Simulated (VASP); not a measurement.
Input of a VASP 6.6.1 run:

The input POSCAR:

```
Rh
1.0
    1.3441500000      2.3281360000      0.0000000000
   -1.3441500000      2.3281360000      0.0000000000
    0.0000000000      0.0000000000      4.2473390000
Rh
2
Direct
    0.3333300000      0.3333400000      0.2500000000
    0.6666600000      0.6666700000      0.7500000000
```

File INCAR.step1:

```
PREC     = Accurate       # precision mode
ENCUT    = 520            # plane-wave cutoff, eV
ISMEAR   = -1             # smearing method
SIGMA    = 0.1            # smearing width, eV
LREAL    = False          # projectors in reciprocal space
LASPH    = True           # aspherical terms in the spheres
NELM     = 100            # most SCF steps
NBANDS   = 22             # bands
GGA      = PE             # functional
ALGO     = Normal         # electronic algorithm
EDIFF    = 1E-4           # SCF threshold, eV
LWAVE    = True           # write WAVECAR
LCHARG   = False          # write CHGCAR
```

Contents of INCAR.step2:

```
PREC     = Accurate       # precision mode
ENCUT    = 520            # plane-wave cutoff, eV
EDIFF    = 1E-7           # SCF threshold, eV
ISMEAR   = -1             # smearing method
SIGMA    = 0.1            # smearing width, eV
LREAL    = False          # projectors in reciprocal space
LASPH    = True           # aspherical terms in the spheres
NELM     = 100            # most SCF steps
ALGO     = Normal         # electronic algorithm
ISIF     = 2              # what is computed and relaxed
LWAVE    = False          # write WAVECAR
LCHARG   = False          # write CHGCAR
METAGGA  = R2SCAN         # meta-GGA
LMIXTAU  = True         
NBANDS   = 22             # bands
ISTART   = 1
```

KPOINTS

```
Automatic mesh
0
Gamma
  8 8 4
```

Potentials or basis: VASP PAW PBE potentials, release 64 (Rh_pv).

Launch:

```bash
$ cat potpaw_PBE.64/Rh_pv/POTCAR > POTCAR
$ cp INCAR.step1 INCAR
$ mpirun -np 1 vasp_std > vasp.out
$ cp INCAR.step2 INCAR
$ mpirun -np 1 vasp_std > vasp.out
```

What does it give for the pressure?

12.9 GPa.

What does it give for the band gap on the k mesh?

Zero (band 15 reaches 13.20 eV, above the bottom of band 16 at 10.93 eV).

Stress tensor (GPa, compression positive):
```
11.00  0.00  0.00
 0.00 11.00  0.00
 0.00  0.00 16.64
```

Caveat: the k points lie up to 0.37 Å⁻¹ apart; the PAW data sets were made with another functional, which shifts forces and pressure a little.
